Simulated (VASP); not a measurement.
Input of a VASP 6.6.1 run:

INCAR

```
SYSTEM = AlN
PREC = Accurate
ENCUT = 520
EDIFF = 1E-7
ISMEAR = 0
SIGMA = 0.05
LREAL = .False.
LASPH = .True.
NELM = 80
ALGO = Normal
ISIF = 2
LWAVE = .False.
LCHARG = .False.
GGA = PS
NBANDS = 26
```

KPOINTS

```
Automatic mesh
0
Gamma
  8 8 8
  0 0 0
```

Contents of POSCAR:

```
AlN
1.0
   -3.1135599857      0.0000000000      0.0000000000
    0.0000000000      5.3928440876      0.0000000000
    1.5567799928     -2.6964220438     -4.9833504711
Al N
4 4
Direct
    1.0048952325      0.3373909551      0.9984850782
    0.5048952325      0.8373909551      0.9984850782
    0.2435898457      0.9110941231      0.4984850782
    0.7435898457      0.4110941231      0.4984850782
    0.8032096780      0.1519771472      0.6165193726
    0.3032096780      0.6519771472      0.6165193726
    0.0633096946      0.7145422254      0.1165193726
    0.5633096946      0.2145422254      0.1165193726
```

Potentials or basis: VASP PAW PBE potentials, release 64 (Al, N).

Launch:

```bash
$ cat potpaw_PBE.64/Al/POTCAR potpaw_PBE.64/N/POTCAR > POTCAR
$ mpirun -np 1 vasp_std > vasp.out
```

(1) Estimate the largest force.

(2) Predict the pressure.

(3) What does it give for the band gap on the k mesh?

Results:

(1) 1.442 eV/Å.

(2) 1.1 GPa.

(3) 4.09 eV.

Caveat: the cell differs from its parent crystal (atoms displaced along several vibrational modes); the stress differs along the axes, from -6 to 8 GPa; the PAW data sets were made with another functional, which shifts forces and pressure a little.
